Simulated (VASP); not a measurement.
# Re (P6_3/mmc) in VASP: further runs, part 2 of 2

VASP 6.6.1. Earlier steps stand in the parts before.

**3. Relaxation of cell and atoms, LDA**

File INCAR:

```
  ALGO = Normal
  EDIFF = 1E-6
  EDIFFG = -0.005
  ENCUT = 600
  IBRION = 2
  ISIF = 3
  ISMEAR = -1
  LASPH = T
  LCHARG = F
  LREAL = F
  LWAVE = F
  NELM = 60
  NSW = 100
  PREC = Accurate
  SIGMA = 0.05
```

File KPOINTS:

```
k-points
0
Gamma
  14 14 8
```

File POSCAR:

```
Re
1.0
    2.7971304821      0.0000000000      0.0000000000
   -1.3985652410      2.4223860552      0.0000000000
    0.0000000000      0.0000000000      4.5168672541
Re
2
Direct
    0.3333333333      0.6666666667      0.2500000000
    0.6666666667      0.3333333333      0.7500000000
```

Potentials or basis: VASP PAW LDA potentials, release 64 (Re).

Run with:

```console
$ cat potpaw_LDA.64/Re/POTCAR > POTCAR
$ mpirun -np 1 vasp_std > vasp.out
```

OUTCAR:

```text
EDIFF = 1E-6
   EDIFFG = -0.005
   ENCUT = 600
   IBRION = 2
   ISIF = 3
   ISMEAR = -1
   LASPH = T
   LREAL = F
   NELM = 60
   NSW = 100
   PREC = Accurate

 ion  position               nearest neighbor table
   1  0.333  0.667  0.250-   2 2.78   2 2.78   2 2.78   2 2.78   2 2.78   2 2.78
   2  0.667  0.333  0.750-   1 2.78   1 2.78   1 2.78   1 2.78   1 2.78   1 2.78

  LATTYP: Found a hexagonal cell.
 ALAT       =     2.7971304821
 C/A-ratio  =     1.6148217908

  Lattice vectors:

 A1 = (   2.7971304821,   0.0000000000,   0.0000000000)
 A2 = (  -1.3985652410,   2.4223860552,   0.0000000000)
 A3 = (   0.0000000000,   0.0000000000,   4.5168672541)

Analysis of symmetry for initial positions (statically):
=====================================================================
 Subroutine PRICEL returns:
 Original cell was already a primitive cell.

 Routine SETGRP: Setting up the symmetry group for a
 hexagonal supercell.

 Subroutine GETGRP returns: Found 24 space group operations
 (whereof 12 operations were pure point group operations)
 out of a pool of 24 trial point group operations.

The static configuration has the point symmetry D_3d.
 The point group associated with its full space group is D_6h.

Analysis of symmetry for dynamics (positions and initial velocities):
=====================================================================
 Subroutine PRICEL returns:
 Original cell was already a primitive cell.

 Routine SETGRP: Setting up the symmetry group for a
 hexagonal supercell.

 Subroutine GETGRP returns: Found 24 space group operations
 (whereof 12 operations were pure point group operations)
 out of a pool of 24 trial point group operations.

The dynamic configuration has the point symmetry D_3d.
 The point group associated with its full space group is D_6h.

 Subroutine INISYM returns: Found 24 space group operations
 (whereof 12 operations are pure point group operations),
 and found     1 'primitive' translations

----------------------------------------------------------------------------------------

                                     Primitive cell
[... 124 lines left out ...]
  energy-cutoff  :      600.00
  volume of cell :       30.61
 maximum number of plane-waves:      1043
 NGX is ok and might be reduce to    24
   NGX = 11   NGY = 11   NGZ = 19

--------------------------------------- Ionic step        1  -------------------------------------------

 number of electron      14.0000000 magnetization

 Free energy of the ion-electron system (eV)
  ---------------------------------------------------
  ext. energy  EPLUGINS =         0.00000000
  ---------------------------------------------------
  free energy    TOTEN  =       -27.40629821 eV

  energy without entropy =      -27.39318758  energy(sigma->0) =      -27.39974290

------------------------ aborting loop because EDIFF is reached ----------------------------------------

  FORCE on cell =-STRESS in cart. coord.  units (eV):
  Direction    XX          YY          ZZ          XY          YZ          ZX
  --------------------------------------------------------------------------------------
  -------------------------------------------------------------------------------------
  Total       -4.1920565     -4.1920565     -4.2254247     -0.0000000      0.0000000      0.0000000
  in kB     -219.4544021   -219.4544021   -221.2012287     -0.0000000      0.0000000      0.0000000
  external PRESSURE =    -220.0366776 kB  Pullay stress =       0.0000000 kB
[... 23 lines left out ...]
--------------------------------------- Ionic step        2  -------------------------------------------

 number of electron      14.0000001 magnetization

 E-fermi :  11.9044     XC(G=0): -15.4039

 val. band max:       11.9014074388   @ k =   0.3571   0.0000   0.5000
 cond. band min:      11.9169635195   @ k =   0.0000   0.0000   0.0000
 fundamental gap:      0.0155560806
 Fermi energy:        11.9044185842

 k-point     1 :       0.0000    0.0000    0.0000
  band No.  band energies     occupation
      1       0.2052      2.00000
      2       2.8585      2.00000
      3       9.2482      2.00000
      4       9.2482      2.00000
      5       9.3161      2.00000
      6      10.5617      2.00000
      7      10.5617      2.00000
      8      11.9170      0.87520
      9      11.9170      0.87520
     10      13.7648      0.00000
     11      16.6080      0.00000
[... 501 lines left out ...]
--------------------------------------- Ionic step        7  -------------------------------------------

 number of electron      14.0000000 magnetization

 Free energy of the ion-electron system (eV)
  ---------------------------------------------------
  ext. energy  EPLUGINS =         0.00000000
  ---------------------------------------------------
  free energy    TOTEN  =       -27.53809719 eV

  energy without entropy =      -27.52539731  energy(sigma->0) =      -27.53174725

 E-fermi :   8.0907     XC(G=0): -13.9607

 val. band max:        8.0704208675   @ k =   0.1429   0.0714   0.0000
 cond. band min:       8.0986697396   @ k =   0.1429   0.1429   0.0000
 fundamental gap:      0.0282488721
 Fermi energy:         8.0907373276

 k-point     1 :       0.0000    0.0000    0.0000
  band No.  band energies     occupation
      1      -1.8171      2.00000
      2       1.3544      2.00000
      3       6.4615      2.00000
      4       6.4615      2.00000
      5       6.4629      2.00000
      6       7.3273      2.00000
      7       7.3273      2.00000
      8       8.2845      0.04066
      9       8.2845      0.04066
     10       8.9190      0.00000
     11      11.5706      0.00000
[... 351 lines left out ...]
  FREE ENERGIE OF THE ION-ELECTRON SYSTEM (eV)
  ---------------------------------------------------
  free  energy   TOTEN  =       -27.5380971883 eV

  energy  without entropy=      -27.5253973101  energy(sigma->0) =      -27.53174725

 reached required accuracy - stopping structural energy minimisation
```

CONTCAR:

```text
Re
   1.00000000000000
     2.7407402564366770   -0.0000000000011639    0.0000000000000000
    -1.3703701281703546    2.3735506872509107   -0.0000000000000000
     0.0000000000000000    0.0000000000000000    4.4258704017022481
  Re
     2
Direct
     0.3333333332999970    0.6666666667000030    0.2500000000000000
     0.6666666667000030    0.3333333332999970    0.7500000000000000

  0.00000000E+00  0.00000000E+00  0.00000000E+00
  0.00000000E+00  0.00000000E+00  0.00000000E+00
```

Wall time 2.1 min (1 thread of Intel Xeon Platinum 8488C (Sapphire Rapids), shared host); peak memory 0.18 GiB.

What came out:

| Property | Result |
| --- | --- |
| Free energy | -27.5381 eV |
| Relaxed volume | 14.40 Å³/atom |
| Relaxed cell | a = 2.741 Å, b = 2.741 Å, c = 4.426 Å, α = 90.00°, β = 90.00°, γ = 120.00° |
| Space group after relaxing (to 0.1 Å) | P6_3/mmc (No. 194) |
| Pressure after relaxing | 0.0 GPa |
| Band gap on the k mesh | zero (bands 7 and 8 overlap by 3.38 eV) |

Final structure:
```cif
data_structure
_symmetry_space_group_name_H-M 'P 1'
_symmetry_Int_Tables_number 1
_cell_length_a 2.7407
_cell_length_b 2.7407
_cell_length_c 4.4259
_cell_angle_alpha 90.000
_cell_angle_beta 90.000
_cell_angle_gamma 120.000
_cell_volume 28.79
loop_
_atom_site_label
_atom_site_type_symbol
_atom_site_fract_x
_atom_site_fract_y
_atom_site_fract_z
_atom_site_occupancy
Re1 Re 0.33333 0.66667 0.25000 1
Re2 Re 0.66667 0.33333 0.75000 1
```

Levels at points of the mesh, in eV from the Fermi level:
```tsv
k point	band 4	band 5	band 6	band 7	band 8	band 9	band 10	band 11
(0.00, 0.00, 0.00)	-1.63	-1.63	-0.76	-0.76	0.19	0.19	0.83	3.48
(0.50, 0.00, 0.00)	-2.00	-1.63	-1.36	-0.58	4.12	4.54	4.67	6.31
(0.00, 0.00, 0.50)	-2.40	-1.76	-1.76	-1.76	-1.76	2.64	2.64	2.64
(0.50, 0.00, 0.50)	-4.20	0.41	0.41	1.09	1.09	4.44	4.44	4.98
```

Caveat: spin-orbit coupling is left out, which moves the levels of the heavy elements.

The gap in the log of VASP goes by the Fermi energy; the results here count the filled bands.